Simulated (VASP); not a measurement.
# LaFeGe (P-6m2) in VASP: a series of runs, part 2 of 2

VASP 6.6.1. The steps go on from the part before.

### Step 5. Single point, PBE, collinear spin, ferromagnetic start

INCAR reads:

```
ALGO = Normal
EDIFF = 1E-6
ENCUT = 520
GGA = PE
ISIF = 2
ISMEAR = -1
ISPIN = 2
LASPH = True
LCHARG = False
LMAXMIX = 6
LORBIT = 11
LREAL = False
LWAVE = False
MAGMOM = 0 0 6
NBANDS = 28
NELM = 150
NUPDOWN = 6.0
PREC = Accurate
SIGMA = 0.05
```

KPOINTS reads:

```
k-points
0
Gamma
  6 6 5
```

POSCAR reads:

```
LaFeGe
1.0
    4.2318077991      0.0000000000      0.0000000000
   -2.1159038996      3.6648530580      0.0000000000
    0.0000000000      0.0000000000      4.2857840000
La Ge Fe
1 1 1
Direct
    0.0000000000      0.0000000000      0.0000000000
    0.6666666667      0.3333333333      0.5000000000
    0.3333333333      0.6666666667      0.5000000000
```

Potentials or basis: VASP PAW PBE potentials, release 64 (La, Ge_d, Fe).

On the command line:

```sh
$ cat potpaw_PBE.64/La/POTCAR potpaw_PBE.64/Ge_d/POTCAR potpaw_PBE.64/Fe/POTCAR > POTCAR
$ mpirun -np 1 vasp_std > vasp.out
```

OUTCAR:

```text
EDIFF = 1E-6
   ENCUT = 520
   GGA = PE
   ISIF = 2
   ISMEAR = -1
   ISPIN = 2
   LASPH = True
   LORBIT = 11
   LREAL = False
   NELM = 150
   NUPDOWN = 6.0
   PREC = Accurate

 ion  position               nearest neighbor table
   1  0.000  0.000  0.000-   2 3.25   3 3.25   2 3.25   3 3.25   2 3.25   2 3.25   3 3.25   3 3.25
                             2 3.25   2 3.25   3 3.25   3 3.25
   2  0.667  0.333  0.500-   3 2.44   3 2.44   3 2.44   1 3.25   1 3.25   1 3.25   1 3.25   1 3.25
                             1 3.25
   3  0.333  0.667  0.500-   2 2.44   2 2.44   2 2.44   1 3.25   1 3.25   1 3.25   1 3.25   1 3.25
                             1 3.25

  LATTYP: Found a hexagonal cell.
 ALAT       =     4.2318077991
 C/A-ratio  =     1.0127548801

  Lattice vectors:

 A1 = (   4.2318077991,   0.0000000000,   0.0000000000)
 A2 = (  -2.1159038996,   3.6648530580,   0.0000000000)
 A3 = (   0.0000000000,   0.0000000000,   4.2857840000)

Analysis of symmetry for initial positions (statically):
=====================================================================
 Subroutine PRICEL returns:
 Original cell was already a primitive cell.

 Routine SETGRP: Setting up the symmetry group for a
 hexagonal supercell.

 Subroutine GETGRP returns: Found 12 space group operations
 (whereof 12 operations were pure point group operations)
 out of a pool of 24 trial point group operations.

The static configuration has the point symmetry D_3h.

Analysis of symmetry for dynamics (positions and initial velocities):
=====================================================================
 Subroutine PRICEL returns:
 Original cell was already a primitive cell.

 Routine SETGRP: Setting up the symmetry group for a
 hexagonal supercell.

 Subroutine GETGRP returns: Found 12 space group operations
 (whereof 12 operations were pure point group operations)
 out of a pool of 24 trial point group operations.

[... 156 lines left out ...]
  free energy    TOTEN  =       -16.39044083 eV

  energy without entropy =      -16.35046011  energy(sigma->0) =      -16.37045047

 E-fermi :   6.0262     XC(G=0): -10.6398

 val. band max:        9.0853692851   @ k =   0.1667   0.1667   0.0000
 cond. band min:       6.0542539875   @ k =   0.1667  -0.0000   0.2000
 fundamental gap:     -3.0311152975
 Fermi energy:         9.1306415776

 spin component 1

 k-point     1 :       0.0000    0.0000    0.0000
  band No.  band energies     occupation
      1     -24.7464      1.00000
      2     -16.7869      1.00000
      3     -16.7686      1.00000
      4     -16.7686      1.00000
      5     -16.7474      1.00000
      6     -16.7474      1.00000
[... 640 lines left out ...]
     27      11.4478      0.00000
     28      11.6613      0.00000
 Fermi energy:         6.0262413012

 spin component 2

 k-point     1 :       0.0000    0.0000    0.0000
  band No.  band energies     occupation
      1     -24.4050      1.00000
      2     -16.7164      1.00000
      3     -16.7157      1.00000
      4     -16.7157      1.00000
      5     -16.7087      1.00000
      6     -16.7087      1.00000
[... 640 lines left out ...]
     27      12.2340      0.00000
     28      12.3886      0.00000

------------------------ aborting loop because EDIFF is reached ----------------------------------------

  FORCE on cell =-STRESS in cart. coord.  units (eV):
  Direction    XX          YY          ZZ          XY          YZ          ZX
  --------------------------------------------------------------------------------------
  -------------------------------------------------------------------------------------
  Total        3.2344868      3.2344868      3.1492572     -0.0000000      0.0000000      0.0000000
  in kB       77.9656284     77.9656284     75.9112132     -0.0000000      0.0000000      0.0000000
  external PRESSURE =      77.2808233 kB  Pullay stress =       0.0000000 kB

 VOLUME and BASIS-vectors are now :
 -----------------------------------------------------------------------------
  energy-cutoff  :      520.00
  volume of cell :       66.47
      direct lattice vectors                 reciprocal lattice vectors
     4.231807799  0.000000000  0.000000000     0.236305628  0.136431118  0.000000000
    -2.115903900  3.664853058  0.000000000     0.000000000  0.272862236  0.000000000
     0.000000000  0.000000000  4.285784000     0.000000000  0.000000000  0.233329538

 POSITION                                       TOTAL-FORCE (eV/Angst)
 -----------------------------------------------------------------------------------
      0.00000      0.00000      0.00000         0.000000     -0.000000      0.000000
      2.11590      1.22162      2.14289        -0.000000     -0.000000      0.000000
     -0.00000      2.44324      2.14289         0.000000      0.000000      0.000000
 -----------------------------------------------------------------------------------
    total drift:                               -0.000002      0.000001      0.000000

  FREE ENERGIE OF THE ION-ELECTRON SYSTEM (eV)
  ---------------------------------------------------
  free  energy   TOTEN  =       -16.3904408270 eV

  energy  without entropy=      -16.3504601050  energy(sigma->0) =      -16.37045047

 total charge

# of ion       s       p       d       f       tot
--------------------------------------------------
    1        2.014   5.610   0.810   0.207   8.641
    2        1.135   1.319  10.017   0.000  12.472
    3        0.468   0.459   5.960   0.000   6.887
--------------------------------------------------
tot          3.617   7.388  16.787   0.207  27.999

 magnetization (x)

# of ion       s       p       d       f       tot
--------------------------------------------------
    1        0.009   0.045   0.489   0.170   0.712
    2        0.007   0.193   0.046   0.000   0.246
    3        0.068   0.224   3.264   0.000   3.556
--------------------------------------------------
tot          0.085   0.461   3.798   0.170   4.514
```

Run time: 99 s. Hardware: 1 thread of Intel Xeon Platinum 8488C (Sapphire Rapids), shared host; peak memory 0.25 GiB.

What came out:

```
Free energy                                           : -16.3904 eV
Pressure                                              : 7.7 GPa
Net moment                                            : 6.00 μB per cell
Site moments                                          : La +0.71; Ge +0.25; Fe +3.56 μB
Valence electrons inside the program's atomic spheres : La 8.64; Ge 12.47; Fe 6.89
```

Caveat: spin-orbit coupling is left out, which moves the levels of the heavy elements; the total moment is fixed, so each spin has its own Fermi level.

### Step 6. Single point, PBE, collinear spin, ferromagnetic start

This run uses another cell than the first one, of 23.04 Å³/atom, 1.040 times its volume.

INCAR reads:

```
SYSTEM = LaFeGe
PREC = Accurate ; ENCUT = 520
EDIFF = 1E-6 ; ISMEAR = -1
SIGMA = 0.05 ; LREAL = .FALSE.
LASPH = .TRUE. ; NELM = 150
ALGO = Normal ; ISIF = 2
LWAVE = .FALSE. ; LCHARG = .FALSE.
ISPIN = 2 ; MAGMOM = 0 0 3
LORBIT = 11 ; LMAXMIX = 6
GGA = PE ; NBANDS = 28
```

KPOINTS reads:

```
regular mesh
0
G
  7 7 6
  0 0 0
```

POSCAR reads:

```
LaFeGe
1.0
    4.2874958668      0.0000000000      0.0000000000
   -2.1437479335      3.7130803393      0.0000000000
    0.0000000000      0.0000000000      4.3421823623
La Ge Fe
1 1 1
Direct
    0.0000000000      0.0000000000      0.0000000000
    0.6666666667      0.3333333333      0.5000000000
    0.3333333333      0.6666666667      0.5000000000
```

Potentials or basis: VASP PAW PBE potentials, release 64 (La, Ge_d, Fe).

On the command line:

```sh
$ cat potpaw_PBE.64/La/POTCAR potpaw_PBE.64/Ge_d/POTCAR potpaw_PBE.64/Fe/POTCAR > POTCAR
$ mpirun -np 1 vasp_std > vasp.out
```

Run time: 2.1 min. Hardware: 1 thread of Intel Xeon Platinum 8375C at 2.90GHz (Ice Lake), shared host; peak memory 0.28 GiB.

It converged, with:

```
Free energy                                           : -18.7390 eV
Pressure                                              : -2.7 GPa
Net moment                                            : 2.34 μB per cell
Site moments                                          : La -0.06; Ge +0.01; Fe +2.38 μB
Valence electrons inside the program's atomic spheres : La 8.48; Ge 12.42; Fe 7.01
```

Stress tensor (GPa, compression positive):
```
-2.79  0.00  0.00
 0.00 -2.79  0.00
 0.00  0.00 -2.64
```

Levels at points of the mesh, in eV from the Fermi level:
Spin up:
```tsv
k point	band 14	band 15	band 16	band 17	band 18	band 19	band 20	band 21	band 22	band 23
(0.00, 0.00, 0.00)	-1.91	-1.91	0.04	0.29	0.29	0.45	1.67	2.27	2.27	2.35
(0.00, 0.00, 0.50)	-2.03	-2.03	-1.77	1.31	1.31	1.82	2.04	2.04	2.21	2.25
```
Spin down:
```
           k point  band 12  band 13  band 14  band 15  band 16  band 17  band 18  band 19
(0.00, 0.00, 0.00)    -1.92    -1.57    -0.14    -0.14     0.17     0.90     0.96     0.96
(0.00, 0.00, 0.50)    -2.00    -2.00    -0.54    -0.54     0.50     1.65     1.65     1.73
```

Caveat: spin-orbit coupling is left out, which moves the levels of the heavy elements.

### Step 7. Overview

| fixed moment (μB) | cell | k mesh | pressure (GPa) | moment (μB) |
| --- | --- | --- | --- | --- |
| 3.0 | a = 4.232, b = 4.232, c = 4.286 Å, angles 90.0, 90.0, 120.0°, 3 atoms | 6 × 6 × 5 | 1.2 | 3.00 |
| 3.8 | a = 4.232, b = 4.232, c = 4.286 Å, angles 90.0, 90.0, 120.0°, 3 atoms | 6 × 6 × 5 | 2.5 | 3.80 |
| 4.5 | a = 4.232, b = 4.232, c = 4.286 Å, angles 90.0, 90.0, 120.0°, 3 atoms | 6 × 6 × 5 | 3.6 | 4.50 |
| 6.0 | a = 4.232, b = 4.232, c = 4.286 Å, angles 90.0, 90.0, 120.0°, 3 atoms | 6 × 6 × 5 | 7.7 | 6.00 |
| - | a = 4.287, b = 4.287, c = 4.342 Å, angles 90.0, 90.0, 120.0°, 3 atoms | 7 × 7 × 6 | -2.7 | 2.34 |

Alike in all rows: task single point; level PBE; potentials or basis VASP PAW PBE potentials, release 64 (La, Ge_d, Fe); spin collinear, ferromagnetic start; cutoff (eV) 520; smearing fermi-dirac 0.05 eV.

Caveats: spin-orbit coupling is left out, which moves the levels of the heavy elements; the total moment is fixed, so each spin has its own Fermi level (some runs).

Absolute energies hang on the potentials; compare differences alone.
